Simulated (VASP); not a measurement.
# Si16C (a cell with a defect) in VASP: a series of runs

Si16C (a cell with a defect) is run at these levels: PBE; tasks: single point.

Everything below comes from runs of VASP 6.6.1. Logs are shortened: lines on timing, memory, paths and dates and some standing lists are left out, and cuts for length are marked.

### Step 1. The cell of the first run

The cell holds a defect, 17 atoms: a = 7.679 Å, b = 7.679 Å, c = 7.679 Å, α = 60.00°, β = 60.00°, γ = 60.00°.

### Step 2. Single point, PBE, collinear spin, zero start

Contents of INCAR:

```
SYSTEM = Si16C
  PREC = Accurate
  ENCUT = 520
  EDIFF = 1E-6
  ISMEAR = -1
  SIGMA = 0.05
  LREAL = Auto
  LASPH = .True.
  NELM = 150
  ALGO = Normal
  ISIF = 2
  LWAVE = .False.
  LCHARG = .False.
  ISPIN = 2
  MAGMOM = 0 0 0 0 0 0 0 0 0 0 0 0 0 0 0 0 0
  LORBIT = 11
  GGA = PE
  NBANDS = 52
```

Contents of KPOINTS:

```
regular mesh
0
Gamma
  2 2 2
  0 0 0
```

Contents of POSCAR:

```
Si16C
1.0
    0.0000000000      5.4300000000      5.4300000000
    5.4300000000      0.0000000000      5.4300000000
    5.4300000000      5.4300000000      0.0000000000
Si C
16 1
Direct
   -0.0553499079     -0.0186648250      0.0088305709
    0.0868784530      0.0940607735      0.1387937385
   -0.0091528545      0.0031491713      0.5269244936
    0.2092909761      0.2043370166      0.5082780847
   -0.0032596685      0.4548066298      0.0002209945
    0.1255616943      0.6236095764      0.1118232044
   -0.0127532228      0.5659760589      0.4818508287
    0.1102394107      0.6208103131      0.6514180479
    0.4506906077     -0.0373941068      0.0531031308
    0.5903406998      0.1125506446      0.1652025783
    0.5297421731     -0.0516942910      0.5265745856
    0.5875506446      0.1146593002      0.6601289134
    0.5154051565      0.4920349908      0.0154604052
    0.6366942910      0.6037476980      0.1419981584
    0.4640515654      0.4751933702      0.5202762431
    0.6270626151      0.5835082873      0.6428084715
    0.9974033149      1.0693922652      0.7228545120
```

Potentials or basis: VASP PAW PBE potentials, release 64 (Si, C).

Run with:

```console
$ cat potpaw_PBE.64/Si/POTCAR potpaw_PBE.64/C/POTCAR > POTCAR
$ mpirun -np 1 vasp_std > vasp.out
```

OUTCAR:

```text
SYSTEM = Si16C
   PREC = Accurate
   ENCUT = 520
   EDIFF = 1E-6
   ISMEAR = -1
   LREAL = Auto
   LASPH = .True.
   NELM = 150
   ISIF = 2
   ISPIN = 2
   LORBIT = 11
   GGA = PE

 ion  position               nearest neighbor table
   1  0.945  0.981  0.009-  17 1.83  10 2.25   6 2.28   2 2.42
   2  0.087  0.094  0.139-   5 2.27   9 2.29   1 2.42   3 2.48
   3  0.991  0.003  0.527-  17 1.84   8 2.40   2 2.48  12 2.54   4 2.71
   4  0.209  0.204  0.508-  17 1.93  11 2.27   7 2.39   3 2.71  10 2.84
   5  0.997  0.455  0.000-   8 2.22   2 2.27  14 2.28   6 2.58
   6  0.126  0.624  0.112-   1 2.28   7 2.36  13 2.46   5 2.58
   7  0.987  0.566  0.482-   8 2.22  16 2.36   6 2.36   4 2.39
   8  0.110  0.621  0.651-   5 2.22   7 2.22  15 2.24   3 2.40
   9  0.451  0.963  0.053-  14 2.29   2 2.29  12 2.47  10 2.52
  10  0.590  0.113  0.165-   1 2.25  11 2.30  13 2.40   9 2.52   4 2.84
  11  0.530  0.948  0.527-   4 2.27  12 2.28  16 2.30  10 2.30
  12  0.588  0.115  0.660-  15 2.27  11 2.28   9 2.47   3 2.54
  13  0.515  0.492  0.015-  14 2.26  16 2.36  10 2.40   6 2.46
  14  0.637  0.604  0.142-  13 2.26   5 2.28   9 2.29  15 2.40
  15  0.464  0.475  0.520-   8 2.24  12 2.27  14 2.40  16 2.48
  16  0.627  0.584  0.643-  11 2.30  13 2.36   7 2.36  15 2.48
  17  0.997  0.069  0.723-   1 1.83   3 1.84   4 1.93

  LATTYP: Found a face centered cubic cell.
 ALAT       =    10.8600000000

  Lattice vectors:

 A1 = (   0.0000000000,   5.4300000000,   5.4300000000)
 A2 = (   5.4300000000,   0.0000000000,   5.4300000000)
 A3 = (   5.4300000000,   5.4300000000,   0.0000000000)

Analysis of symmetry for initial positions (statically):
=====================================================================
 Subroutine PRICEL returns:
 Original cell was already a primitive cell.

 Routine SETGRP: Setting up the symmetry group for a
 face centered cubic supercell.

 Subroutine GETGRP returns: Found  1 space group operations
 (whereof  1 operations were pure point group operations)
 out of a pool of 48 trial point group operations.

The static configuration has the point symmetry C_1 .

Analysis of symmetry for dynamics (positions and initial velocities):
=====================================================================
 Subroutine PRICEL returns:
 Original cell was already a primitive cell.

 Routine SETGRP: Setting up the symmetry group for a
 face centered cubic supercell.

 Subroutine GETGRP returns: Found  1 space group operations
 (whereof  1 operations were pure point group operations)
 out of a pool of 48 trial point group operations.

The dynamic configuration has the point symmetry C_1 .

Analysis of structural, dynamic, and magnetic symmetry:
[... 169 lines left out ...]
  ---------------------------------------------------
  free energy    TOTEN  =       -89.30968853 eV

  energy without entropy =      -89.26268460  energy(sigma->0) =      -89.28618656

 E-fermi :   6.3184     XC(G=0):  -9.5878

 val. band max:        6.2989957473   @ k =   0.5000   0.5000   0.5000
 cond. band min:       6.3252792996   @ k =   0.0000   0.0000   0.5000
 fundamental gap:      0.0262835523
 Fermi energy:         6.3183728624

 spin component 1

 k-point     1 :       0.0000    0.0000    0.0000
  band No.  band energies     occupation
      1      -6.7632      1.00000
      2      -5.3020      1.00000
      3      -4.0345      1.00000
      4      -3.9225      1.00000
      5      -3.5791      1.00000
      6      -3.0678      1.00000
[... 381 lines left out ...]
     45       9.9316      0.00000
     46      10.0404      0.00000
 Fermi energy:         6.3183728624

 spin component 2

 k-point     1 :       0.0000    0.0000    0.0000
  band No.  band energies     occupation
      1      -6.7632      1.00000
      2      -5.3019      1.00000
      3      -4.0345      1.00000
      4      -3.9225      1.00000
      5      -3.5790      1.00000
      6      -3.0678      1.00000
[... 381 lines left out ...]
     45       9.9316      0.00000
     46      10.0404      0.00000
 [bands above 46 left out]

------------------------ aborting loop because EDIFF is reached ----------------------------------------

  FORCE on cell =-STRESS in cart. coord.  units (eV):
  Direction    XX          YY          ZZ          XY          YZ          ZX
  --------------------------------------------------------------------------------------
  -------------------------------------------------------------------------------------
  Total        6.7040023      7.7718122      6.4725137     -4.4557514     -1.0833613      0.6250446
  in kB       33.5440312     38.8869065     32.3857586    -22.2947217     -5.4206880      3.1274624
  external PRESSURE =      34.9388988 kB  Pullay stress =       0.0000000 kB

 VOLUME and BASIS-vectors are now :
 -----------------------------------------------------------------------------
  energy-cutoff  :      520.00
  volume of cell :      320.21
      direct lattice vectors                 reciprocal lattice vectors
     0.000000000  5.430000000  5.430000000    -0.092081031  0.092081031  0.092081031
     5.430000000  0.000000000  5.430000000     0.092081031 -0.092081031  0.092081031
     5.430000000  5.430000000  0.000000000     0.092081031  0.092081031 -0.092081031

 POSITION                                       TOTAL-FORCE (eV/Angst)
 -----------------------------------------------------------------------------------
      5.37660      5.17740     10.45810        -0.626178     -0.028412      1.061811
      1.26440      1.22540      0.98250         0.218433      0.545845     -0.807295
      2.87830      8.24150      5.39740         0.634173     -0.412318     -1.349597
      3.86950      3.89640      2.24600         0.874479     -0.206795     -1.916951
      2.47080      5.41350      7.88190         1.653070      1.471785      0.896784
      3.99340      1.28900      4.06800        -0.879356      0.491042     -0.680978
[... 9 lines left out ...]
      6.65890      6.89540      6.57340        -0.288040      0.083405     -0.538651
      4.30190      9.34100      5.79270        -0.466987     -0.105010      1.893704
 -----------------------------------------------------------------------------------
    total drift:                               -0.000459     -0.003098     -0.000026

  FREE ENERGIE OF THE ION-ELECTRON SYSTEM (eV)
  ---------------------------------------------------
  free  energy   TOTEN  =       -89.3096885308 eV

  energy  without entropy=      -89.2626845959  energy(sigma->0) =      -89.28618656

 total charge

# of ion       s       p       d       tot
------------------------------------------
    1        0.758   0.952   0.000   1.709
    2        0.758   0.924   0.000   1.682
    3        0.739   0.885   0.000   1.623
    4        0.793   0.852   0.000   1.645
    5        0.748   0.969   0.000   1.717
    6        0.760   0.887   0.000   1.648
[... 9 lines left out ...]
   16        0.749   0.920   0.000   1.669
   17        0.888   1.516   0.000   2.404
--------------------------------------------------
tot         12.969  16.444   0.000  29.413

 magnetization (x)

# of ion       s       p       d       tot
------------------------------------------
    1        0.000   0.000   0.000   0.000
    2        0.000   0.000   0.000   0.000
    3        0.000   0.000   0.000   0.000
    4        0.000   0.000   0.000   0.000
    5        0.000  -0.000   0.000  -0.000
    6        0.000   0.000   0.000   0.000
[... 9 lines left out ...]
   16        0.000   0.000   0.000   0.000
   17        0.000   0.000   0.000   0.000
--------------------------------------------------
tot          0.000   0.000   0.000   0.000
```

OSZICAR:

```text
N       E                     dE             d eps       ncg     rms          rms(c)
DAV:   1     0.164478049043E+03    0.16448E+03   -0.26077E+04  1664   0.109E+03
DAV:   2    -0.766715816534E+02   -0.24115E+03   -0.22624E+03  2048   0.167E+02
DAV:   3    -0.929954842536E+02   -0.16324E+02   -0.15993E+02  2124   0.388E+01
DAV:   4    -0.933862502963E+02   -0.39077E+00   -0.38953E+00  2088   0.727E+00
DAV:   5    -0.933961727215E+02   -0.99224E-02   -0.99153E-02  2116   0.112E+00    0.164E+01
DAV:   6    -0.897745119757E+02    0.36217E+01   -0.11773E+01  2672   0.138E+01    0.993E+00
DAV:   7    -0.894419685101E+02    0.33254E+00   -0.48800E+00  1872   0.670E+00    0.570E+00
DAV:   8    -0.893255669942E+02    0.11640E+00   -0.96283E-01  2052   0.306E+00    0.161E+00
DAV:   9    -0.893048883104E+02    0.20679E-01   -0.12619E-01  2596   0.124E+00    0.521E-01
DAV:  10    -0.893086982229E+02   -0.38099E-02   -0.33061E-02  1964   0.592E-01    0.244E-01
DAV:  11    -0.893094277145E+02   -0.72949E-03   -0.27142E-03  2016   0.185E-01    0.122E-01
DAV:  12    -0.893096367647E+02   -0.20905E-03   -0.38259E-04  2084   0.706E-02    0.633E-02
DAV:  13    -0.893096771074E+02   -0.40343E-04   -0.82414E-05  2064   0.314E-02    0.278E-02
DAV:  14    -0.893096868376E+02   -0.97303E-05   -0.22879E-05  2124   0.164E-02    0.693E-03
DAV:  15    -0.893096880866E+02   -0.12490E-05   -0.54519E-06  1984   0.785E-03    0.262E-03
DAV:  16    -0.893096885308E+02   -0.44415E-06   -0.61336E-07  1164   0.281E-03
   1 F= -.89309689E+02 E0= -.89286187E+02  d E =-.470039E-01  mag=     0.0002
```

stdout:

```text
POSCAR found type information on POSCAR SiC
 POSCAR found :  2 types and      17 ions
 scaLAPACK will be used
 LDA part: xc-table for (Slater+PW92), standard interpolation
 POSCAR, INCAR and KPOINTS ok, starting setup
 FFT: planning ... GRIDC
 FFT: planning ... GRID_SOFT
 FFT: planning ... GRID
 WAVECAR not read
 entering main loop
```

It took 8.8 min on 1 thread of Intel Xeon 6975P-C, shared host; peak memory 0.7 GiB.

Results:

```
Free energy                                           : -89.3097 eV
Pressure                                              : 3.5 GPa
Largest force                                         : 2.388 eV/Å
Band gap on the k mesh                                : zero (filled and empty bands overlap)
Net moment                                            : 0.00 μB per cell
Valence electrons inside the program's atomic spheres : Si 1.71, 1.68, 1.62, 1.65, 1.72, 1.70, 1.76, 1.67, 1.73; C 2.40
```

Forces on the atoms (eV/Å):
```
Si  -0.626 -0.028  1.062
Si   0.218  0.546 -0.807
Si   0.634 -0.412 -1.350
Si   0.874 -0.207 -1.917
Si   1.653  1.472  0.897
Si  -0.879  0.491 -0.681
Si  -1.301 -0.852 -0.766
Si   0.676 -1.179  1.099
Si   0.183 -0.036  2.351
Si  -0.044 -1.439 -0.876
Si   0.100 -0.075  0.285
Si  -0.621  1.700 -0.252
Si  -0.557 -1.049 -1.435
Si   0.745  0.082 -0.804
Si  -0.301  1.007  1.840
Si  -0.288  0.083 -0.539
C   -0.467 -0.105  1.894
```

Levels at points of the mesh, in eV from the Fermi level:
Spin up:
| k point | band 31 | band 32 | band 33 | band 34 | band 35 | band 36 | band 37 | band 38 |
| --- | --- | --- | --- | --- | --- | --- | --- | --- |
| (0.00, 0.00, 0.00) | -1.01 | -0.83 | -0.52 | -0.41 | -0.29 | -0.09 | 0.22 | 0.49 |
| (0.50, 0.00, 0.00) | -1.16 | -1.12 | -0.89 | -0.04 | 0.13 | 0.76 | 0.88 | 1.07 |
| (0.00, 0.50, 0.00) | -1.27 | -1.03 | -0.75 | -0.17 | 0.16 | 0.67 | 0.85 | 1.01 |
| (0.00, 0.00, 0.50) | -1.55 | -0.91 | -0.86 | 0.01 | 0.25 | 0.53 | 0.72 | 1.00 |
| (0.50, 0.50, 0.50) | -1.42 | -1.05 | -0.99 | -0.02 | 0.37 | 0.66 | 0.87 | 0.99 |
| (0.50, 0.50, 0.00) | -1.63 | -1.55 | -0.83 | 0.04 | 0.32 | 1.04 | 1.34 | 1.45 |
| (0.00, 0.50, 0.50) | -1.51 | -1.34 | -0.96 | -0.73 | 0.63 | 1.01 | 1.26 | 1.58 |
| (0.50, 0.00, 0.50) | -1.65 | -1.51 | -0.98 | -0.52 | 0.77 | 1.07 | 1.25 | 1.83 |
Spin down:
```csv
k point,band 31,band 32,band 33,band 34,band 35,band 36,band 37,band 38
"(0.00, 0.00, 0.00)",-1.01,-0.83,-0.52,-0.41,-0.29,-0.09,0.22,0.49
"(0.50, 0.00, 0.00)",-1.16,-1.12,-0.89,-0.04,0.13,0.76,0.88,1.07
"(0.00, 0.50, 0.00)",-1.27,-1.03,-0.75,-0.17,0.16,0.67,0.85,1.01
"(0.00, 0.00, 0.50)",-1.55,-0.91,-0.86,0.01,0.25,0.53,0.72,1.00
"(0.50, 0.50, 0.50)",-1.42,-1.05,-0.99,-0.02,0.37,0.66,0.87,0.99
"(0.50, 0.50, 0.00)",-1.63,-1.55,-0.83,0.04,0.32,1.04,1.34,1.45
"(0.00, 0.50, 0.50)",-1.51,-1.34,-0.96,-0.73,0.63,1.01,1.26,1.58
"(0.50, 0.00, 0.50)",-1.65,-1.51,-0.98,-0.52,0.77,1.07,1.25,1.83
```

Caveat: the k points lie up to 0.50 Å⁻¹ apart.

### Step 3. Single point, PBE, collinear spin, zero start

Contents of INCAR:

```
PREC = Accurate
ENCUT = 520
EDIFF = 1E-7
ISMEAR = -1
SIGMA = 0.05
LREAL = Auto
LASPH = True
NELM = 150
ALGO = Normal
ISIF = 2
LWAVE = False
LCHARG = True
ISPIN = 2
MAGMOM = 0 0 0 0 0 0 0 0 0 0 0 0 0 0 0 0 0
LORBIT = 11
GGA = PE
LELF = True
LVHAR = True
NBANDS = 52
```

Contents of KPOINTS:

```
regular mesh
0
Gamma
  2 2 2
```

Contents of POSCAR:

```
Si16C
1.0
    0.0000000000      5.4300000000      5.4300000000
    5.4300000000      0.0000000000      5.4300000000
    5.4300000000      5.4300000000      0.0000000000
Si C
16 1
Direct
   -0.0544198895     -0.0053591160     -0.0210313076
    0.0716758748      0.0726519337      0.1546777164
   -0.0429558011      0.0268416206      0.5346132597
    0.1897145488      0.2225138122      0.4857918969
    0.0218324125      0.4581307551      0.0166390424
    0.1514732965      0.6030202578      0.0931123389
   -0.0043001842      0.5805432781      0.4442633517
    0.1042817680      0.6698802947      0.6292909761
    0.4669244936     -0.0198526703      0.0475506446
    0.5327255985      0.1180662983      0.1931307551
    0.5168324125     -0.0700736648      0.5542357274
    0.6060497238      0.0699539595      0.6907458564
    0.5158287293      0.4768416206      0.0127900552
    0.6398895028      0.5942909761      0.1637937385
    0.4952302026      0.4696132597      0.5187845304
    0.6495764273      0.5445303867      0.6455801105
    0.9801197053      1.1375046041      0.6988121547
```

Potentials or basis: VASP PAW PBE potentials, release 64 (Si, C).

Run with:

```console
$ cat potpaw_PBE.64/Si/POTCAR potpaw_PBE.64/C/POTCAR > POTCAR
$ mpirun -np 1 vasp_std > vasp.out
```

Wall time 11 min (1 thread of Intel Xeon 6975P-C, shared host); peak memory 0.71 GiB.

Results (log left out):

```yaml
Free_energy: -88.7809 eV
Pressure: 2.4 GPa
Largest_force: 2.608 eV/Å
Band_gap_on_the_k_mesh: zero (filled and empty bands overlap)
Net_moment: 0.00 μB per cell
Valence_electrons_inside_the_program's_atomic_spheres: Si 1.62, 1.61, 1.67, 1.70, 1.68, 1.65, 1.71, 1.69; C 2.46
```

Forces in eV/Å, atoms in the order of the input:
```
Si   0.233  0.466 -0.669
Si   0.497  0.438  1.407
Si   0.412  0.234  0.915
Si  -0.525  1.201  1.118
Si  -1.010 -1.586 -1.092
Si   1.475 -0.807  0.923
Si   1.213  0.617  0.218
Si  -1.676  1.567 -1.240
Si  -0.437 -0.301 -2.204
Si   0.014  1.368  1.278
Si  -0.229 -0.494 -0.140
Si   0.310 -1.926  0.879
Si   0.215  0.694  0.483
Si  -0.976 -1.177  0.636
Si   0.370 -0.040 -1.895
Si   0.577  0.495  1.170
C   -0.463 -0.749 -1.786
```

Stress tensor (GPa, compression positive):
```
1.16 2.28 0.10
2.28 1.46 0.17
0.10 0.17 4.62
```

Levels at points of the mesh, in eV from the Fermi level:
Spin up:
```tsv
k point	band 32	band 33	band 34	band 35	band 36	band 37
(0.00, 0.00, 0.00)	-0.56	-0.49	-0.25	0.03	0.34	0.51
(0.50, 0.00, 0.00)	-0.81	-0.57	-0.11	-0.03	0.84	1.03
(0.00, 0.50, 0.00)	-0.85	-0.61	-0.32	0.34	0.75	1.02
(0.00, 0.00, 0.50)	-0.75	-0.60	-0.25	0.42	1.08	1.29
(0.50, 0.50, 0.50)	-0.66	-0.42	0.02	0.30	0.86	1.10
(0.50, 0.50, 0.00)	-1.02	-0.55	-0.04	0.15	1.02	1.38
(0.00, 0.50, 0.50)	-0.92	-0.55	-0.35	0.57	1.43	1.48
(0.50, 0.00, 0.50)	-1.15	-0.74	-0.23	0.82	1.17	1.50
```
Spin down:
```csv
k point,band 30,band 31,band 32,band 33,band 34,band 35,band 36,band 37,band 38,band 39
"(0.00, 0.00, 0.00)",-0.91,-0.86,-0.56,-0.49,-0.25,0.03,0.34,0.51,0.92,1.01
"(0.50, 0.00, 0.00)",-1.26,-1.10,-0.81,-0.57,-0.11,-0.03,0.84,1.03,1.24,1.41
"(0.00, 0.50, 0.00)",-1.15,-0.93,-0.85,-0.61,-0.32,0.34,0.75,1.02,1.26,1.41
"(0.00, 0.00, 0.50)",-1.32,-0.98,-0.75,-0.60,-0.25,0.42,1.08,1.29,1.45,1.66
"(0.50, 0.50, 0.50)",-1.67,-0.77,-0.66,-0.42,0.02,0.30,0.86,1.10,1.26,1.54
"(0.50, 0.50, 0.00)",-1.56,-1.10,-1.02,-0.55,-0.04,0.15,1.02,1.38,1.54,1.83
"(0.00, 0.50, 0.50)",-1.54,-1.39,-0.92,-0.55,-0.35,0.57,1.43,1.48,1.72,2.15
"(0.50, 0.00, 0.50)",-1.61,-1.39,-1.15,-0.74,-0.23,0.82,1.17,1.50,1.83,2.22
```

Caveat: the k points lie up to 0.50 Å⁻¹ apart.
